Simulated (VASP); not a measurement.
# Cu (I4/mmm) in VASP: further runs, part 3 of 3

VASP 6.6.1. Earlier steps stand in the parts before.

**5. Single point, LDA (11.80 Å³/atom)**

This run uses another cell than the first one, of 11.80 Å³/atom.

File INCAR:

```
SYSTEM = Cu
  ALGO = Fast
  EDIFF = 1E-6
  ENCUT = 520
  ISIF = 2
  ISMEAR = 0
  LASPH = .True.
  LCHARG = .True.
  LELF = .True.
  LREAL = .False.
  LVHAR = .True.
  LWAVE = .False.
  NBANDS = 12
  NELM = 80
  PREC = Accurate
  SIGMA = 0.15
```

File KPOINTS:

```
k-points
0
Gamma
  24 24 24
  0 0 0
```

File POSCAR:

```
Cu
1.0
   -1.4068078158      1.4068078158      1.4910756039
    1.4068078158     -1.4068078158      1.4910756039
    1.4068078158      1.4068078158     -1.4910756039
Cu
1
Direct
    0.0000000000      0.0000000000      0.0000000000
```

Potentials or basis: VASP PAW LDA potentials, release 64 (Cu).

On the command line:

```bash
cat potpaw_LDA.64/Cu/POTCAR > POTCAR
mpirun -np 1 vasp_std > vasp.out
```

OUTCAR:

```text
SYSTEM = Cu
   EDIFF = 1E-6
   ENCUT = 520
   ISIF = 2
   ISMEAR = 0
   LASPH = .True.
   LREAL = .False.
   NELM = 80
   PREC = Accurate

 ion  position               nearest neighbor table
   1  0.000  0.000  0.000-

  LATTYP: Found a body centered tetragonal cell.
 ALAT       =     2.8136156316
 C/A-ratio  =     1.0599000000

  Lattice vectors:

 A1 = (  -1.4068078158,   1.4068078158,   1.4910756039)
 A2 = (   1.4068078158,  -1.4068078158,   1.4910756039)
 A3 = (   1.4068078158,   1.4068078158,  -1.4910756039)

Analysis of symmetry for initial positions (statically):
=====================================================================
 Subroutine PRICEL returns:
 Original cell was already a primitive cell.

 Routine SETGRP: Setting up the symmetry group for a
 body centered tetragonal supercell.

 Subroutine GETGRP returns: Found 16 space group operations
 (whereof 16 operations were pure point group operations)
 out of a pool of 16 trial point group operations.

The static configuration has the point symmetry D_4h.

Analysis of symmetry for dynamics (positions and initial velocities):
=====================================================================
 Subroutine PRICEL returns:
 Original cell was already a primitive cell.

 Routine SETGRP: Setting up the symmetry group for a
 body centered tetragonal supercell.

 Subroutine GETGRP returns: Found 16 space group operations
 (whereof 16 operations were pure point group operations)
 out of a pool of 16 trial point group operations.

The dynamic configuration has the point symmetry D_4h.

 Subroutine INISYM returns: Found 16 space group operations
 (whereof 16 operations are pure point group operations),
 and found     1 'primitive' translations

----------------------------------------------------------------------------------------

                                     Primitive cell

  volume of cell :      11.8040

  direct lattice vectors                    reciprocal lattice vectors
    -1.406807816  1.406807816  1.491075604     0.000000000  0.355414574  0.335328402
     1.406807816 -1.406807816  1.491075604     0.355414574  0.000000000  0.335328402
     1.406807816  1.406807816 -1.491075604     0.355414574  0.355414574  0.000000000

  length of vectors
     2.486266864  2.486266864  2.486266864     0.488635505  0.488635505  0.502632110

  position of ions in fractional coordinates (direct lattice)
     0.000000000  0.000000000  0.000000000

  ion indices of the primitive-cell ions
   primitive index   ion index
                 1           1

----------------------------------------------------------------------------------------

 KPOINTS: k-points

Automatic generation of k-mesh.
 Grid dimensions read from file:
 generate k-points for:   24   24   24

 Generating k-lattice:

  Cartesian coordinates                     Fractional coordinates (reciprocal lattice)
     0.000000000  0.014808941  0.013972017     0.041666667 -0.000000000  0.000000000
     0.014808941  0.000000000  0.013972017    -0.000000000  0.041666667  0.000000000
     0.014808941  0.014808941  0.000000000     0.000000000  0.000000000  0.041666667

  Length of vectors
     0.020359813  0.020359813  0.020943005

  Shift w.r.t. Gamma in fractional coordinates (k-lattice)
     0.000000000  0.000000000  0.000000000

 Subroutine IBZKPT returns following result:
 ===========================================

 Found   1063 irreducible k-points:

 Following reciprocal coordinates:
            Coordinates               Weight
  0.000000  0.000000  0.000000      1.000000
  0.041667  0.000000  0.000000      8.000000
  0.083333 -0.000000  0.000000      8.000000
  0.125000  0.000000  0.000000      8.000000
  0.166667  0.000000  0.000000      8.000000
  0.208333 -0.000000  0.000000      8.000000
[... 16 lines left out ...]
  0.416667  0.041667  0.000000     16.000000
  0.458333  0.041667 -0.000000     16.000000
 [... further k-points ...]
   k-points           NKPTS =   1063   k-points in BZ     NKDIM =   1063   number of bands    NBANDS=     12
   number of dos      NEDOS =    301   number of ions     NIONS =      1
   total plane-waves  NPLWV =   5832
   dimension x,y,z NGX =    18 NGY =   18 NGZ =   18
   dimension x,y,z NGXF=    36 NGYF=   36 NGZF=   36
   ions per type =               1
   NGX,Y,Z   is equivalent  to a cutoff of  12.04, 12.04, 12.04 a.u.
   NGXF,Y,Z  is equivalent  to a cutoff of  24.07, 24.07, 24.07 a.u.
 SYSTEM =  Cu
   PREC   = accura    normal or accurate (medium, high low for compatibility)
   ISTART =      0    job   : 0-new  1-cont  2-samecut
   ICHARG =      2    charge: 1-file 2-atom 10-const
   ISPIN  =      1    spin polarized calculation?
   LNONCOLLINEAR =      F non collinear calculations
   LSORBIT =      F    spin-orbit coupling
   LASPH  =      T    aspherical Exc in radial PAW
   ENCUT  =  520.0 eV  38.22 Ry    6.18 a.u.   4.62  4.62  4.62*2*pi/ulx,y,z
   NELM   =     80;   NELMIN=  2; NELMDL= -5     # of ELM steps
   EDIFF  = 0.1E-05   stopping-criterion for ELM
   LREAL  =      F    real-space projection
   EDIFFG = 0.1E-04   stopping-criterion for IOM
   NSW    =      0    number of steps for IOM
   IBRION =     -1    ionic relax: 0-MD 1-quasi-New 2-CG
   NFREE  =      0    steps in history (QN), initial steepest desc. (CG)
   ISIF   =      2    stress and relaxation
   ISYM   =      2    0-nonsym 1-usesym 2-fastsym
   POTIM  = 0.5000    time-step for ionic-motion
   TEBEG  =    0.0;   TEEND  =   0.0 temperature during run
   PSTRESS=    0.0 pullay stress
   NELECT =      11.0000    total number of electrons
   NUPDOWN=      -1.0000    fix difference up-down
   EMIN   =  10.00;   EMAX   =-10.00  energy-range for DOS
   EFERMI =   0.00;   METHOD = LEGACY
   ISMEAR =     0;   SIGMA  =   0.15  broadening in eV -4-tet -1-fermi 0-gaus
   EFERMI_NEDOS =   21; number of points for ismear=-14 and -15
   IALGO  =     68    algorithm
   IMIX   =      4    mixing-type and parameters
     AMIX     =   0.40;   BMIX     =  1.00
     AMIX_MAG =   1.60;   BMIX_MAG =  1.00
  volume/ion in A,a.u.               =      11.80        79.66
  Fermi-wavevector in a.u.,A,eV,Ry     =   1.599052  3.021771 34.789664  2.556968
  Thomas-Fermi vector in A             =   2.696406
   LORBIT       =      0    0 simple, 1 ext, 2 COOP (PROOUT), +10 PAW based schemes
   GGA     = CA    functional components
   LHFCALC =     F    Hartree Fock is set to
   AEXX    =    0.0000 exact exchange contribution
   IVDW    =     0    specifies the selected vdW correction
   LEPSILON=     F    determine dielectric tensor
   LRPA    =     F    only Hartree local field effects (RPA)
 non-spin polarized calculation
 RMM-DIIS sequential band-by-band and
 Gauss-broadening in eV      SIGMA  =   0.15
  energy-cutoff  :      520.00
  volume of cell :       11.80
 maximum number of plane-waves:       337
   NGX =  9   NGY =  9   NGZ =  9

 number of electron      10.9999998 magnetization

 Free energy of the ion-electron system (eV)
  ---------------------------------------------------
  ext. energy  EPLUGINS =         0.00000000
  ---------------------------------------------------
  free energy    TOTEN  =        -4.64042847 eV

  energy without entropy =       -4.63607741  energy(sigma->0) =       -4.63825294

 E-fermi :   7.3449     XC(G=0): -13.1069

 val. band max:        7.3363998466   @ k =   0.5000   0.3750   0.0417
 cond. band min:       7.3480132499   @ k =   0.5000   0.2083   0.1250
 fundamental gap:      0.0116134033
 Fermi energy:         7.3448581516

 k-point     1 :       0.0000    0.0000    0.0000
  band No.  band energies     occupation
      1      -2.0019      2.00000
      2       4.1301      2.00000
      3       4.1301      2.00000
      4       4.3435      2.00000
      5       5.0979      2.00000
      6       5.3185      2.00000
      7      31.7173      0.00000
      8      32.6995      0.00000
      9      32.6995      0.00000
     10      34.6862      0.00000
     11      35.8667      0.00000
     12      36.3395      0.00000
[... 331 lines left out ...]
 k-point    24 :       0.4583    0.0417   -0.0000
  band No.  band energies     occupation
      1       2.2858      2.00000
      2       3.5872      2.00000
      3       5.0422      2.00000
      4       5.2811      2.00000
      5       5.7563      2.00000
      6       6.8205      2.00000
      7      11.6379      0.00000
      8      24.5797      0.00000
      9      25.3490      0.00000
     10      29.7591      0.00000
     11      32.5395      0.00000
     12      39.3466      0.00000

 [... further k-points ...]

------------------------ aborting loop because EDIFF is reached ----------------------------------------

  FORCE on cell =-STRESS in cart. coord.  units (eV):
  Direction    XX          YY          ZZ          XY          YZ          ZX
  --------------------------------------------------------------------------------------
  -------------------------------------------------------------------------------------
  Total       -0.8334248     -0.8334248     -0.7503933      0.0000000     -0.0000000      0.0000000
  in kB     -113.1221890   -113.1221890   -101.8521743      0.0000000     -0.0000000      0.0000000
  external PRESSURE =    -109.3655174 kB  Pullay stress =       0.0000000 kB

 VOLUME and BASIS-vectors are now :
 -----------------------------------------------------------------------------
  energy-cutoff  :      520.00
  volume of cell :       11.80
      direct lattice vectors                 reciprocal lattice vectors
    -1.406807816  1.406807816  1.491075604     0.000000000  0.355414574  0.335328402
     1.406807816 -1.406807816  1.491075604     0.355414574  0.000000000  0.335328402
     1.406807816  1.406807816 -1.491075604     0.355414574  0.355414574  0.000000000

 POSITION                                       TOTAL-FORCE (eV/Angst)
 -----------------------------------------------------------------------------------
      0.00000      0.00000      0.00000        -0.000000      0.000000      0.000000
 -----------------------------------------------------------------------------------
    total drift:                                0.000000     -0.000000      0.000000

  FREE ENERGIE OF THE ION-ELECTRON SYSTEM (eV)
  ---------------------------------------------------
  free  energy   TOTEN  =        -4.6404284683 eV

  energy  without entropy=       -4.6360774097  energy(sigma->0) =       -4.63825294
```

Run time: 64 s. Hardware: 1 thread of AMD EPYC 9R45 (Zen 5), shared host; peak memory 0.21 GiB.

What came out:

```
Free energy            : -4.6404 eV
Pressure               : -10.9 GPa
Band gap on the k mesh : zero (an odd number of electrons rules out a gap without spin polarisation)
```

Caveat: the cell stands under tension.

**6. Overview**

| cell | further INCAR settings | gap on the mesh (eV) | pressure (GPa) |
| --- | --- | --- | --- |
| a = 2.469 Å, angles 109.4, 109.4, 109.6°, 1 atom | ALGO = Fast; EDIFF = 1e-07; NBANDS = 12 | none | -8.5 |
| a = 2.469 Å, angles 110.2, 110.2, 107.9°, 1 atom | ALGO = Fast; EDIFF = 1e-06; NBANDS = 12 | none | -8.5 |
| a = 2.469 Å, angles 108.6, 108.6, 111.2°, 1 atom | ALGO = Fast; EDIFF = 1e-07; NBANDS = 12 | none | -8.5 |
| a = 2.486 Å, angles 111.1, 111.1, 106.3°, 1 atom | ALGO = Fast; EDIFF = 1e-06; NBANDS = 12 | none | -10.9 |

Alike in all rows: task single point; level LDA; potentials or basis VASP PAW LDA potentials, release 64 (Cu); no spin polarisation; k mesh 24 × 24 × 24; cutoff (eV) 520; smearing gaussian 0.15 eV.

Caveats: the cell stands under tension.

Absolute energies hang on the potentials; compare differences alone.
